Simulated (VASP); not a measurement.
Al3P2:

```xyz
5
Lattice="1.7392 1.0041 8.0141 -1.7392 1.0041 8.0141 0.0000 -2.0083 8.0141" Properties=species:S:1:pos:R:3 pbc="T T T"
Al    0.0000    0.0000    0.0000
Al    0.0000    0.0000    5.0898
Al    0.0000    0.0000   18.9527
P     0.0000    0.0000    9.6362
P     0.0000    0.0000   14.4062
```

The cell was built from a structure type or drawn by symmetry, and may not be a known phase.

- Program: VASP 6.6.1
- Task: relaxation of cell and atoms
- Functional: PBE
- Potentials or basis: VASP PAW PBE potentials, release 64 (Al, P)
- Cutoff: 600 eV
- k mesh: 6 × 6 × 6
- Occupations: gaussian, width 0.1 eV
- Spin: no spin polarisation

At the start: pressure 4.1 GPa; volume 16.80 Å³/atom.

Problem. Where does the relaxation end?

Solution. Over 8 steps the energy falls by 48.4 meV/atom and the volume is 17.32 Å³/atom (+3.1 %); space group R-3m (No. 166, to 0.1 Å) before and after.

The path:
```
step  energy change (eV)  largest force (eV/Å)  pressure (GPa)  volume (Å³)
   1              0.0000                0.8345            4.11        83.98
   2             -0.1926                0.2643           -2.23        89.25
   3             -0.1927                0.2562           -2.33        89.34
   4             -0.2397                0.1249           -0.36        87.11
   5             -0.2406                0.1009           -0.04        86.77
   6             -0.2406                0.0971            0.01        86.72
   7             -0.2417                0.0545            0.03        86.65
   8             -0.2422                0.0256            0.07        86.58
```

Final structure:
```yaml
crystal:
  lattice:
    - [1.80595, 1.04266, 7.66313]
    - [-1.80595, 1.04266, 7.66313]
    - [0.00000, -2.08533, 7.66313]
  atoms:
    - { symbol: Al, position: [0.00000, 0.00000, 0.00000] }
    - { symbol: Al, position: [0.21072, 0.21072, 0.21072] }
    - { symbol: Al, position: [0.78928, 0.78928, 0.78928] }
    - { symbol: P, position: [0.39752, 0.39752, 0.39752] }
    - { symbol: P, position: [0.60248, 0.60248, 0.60248] }
```
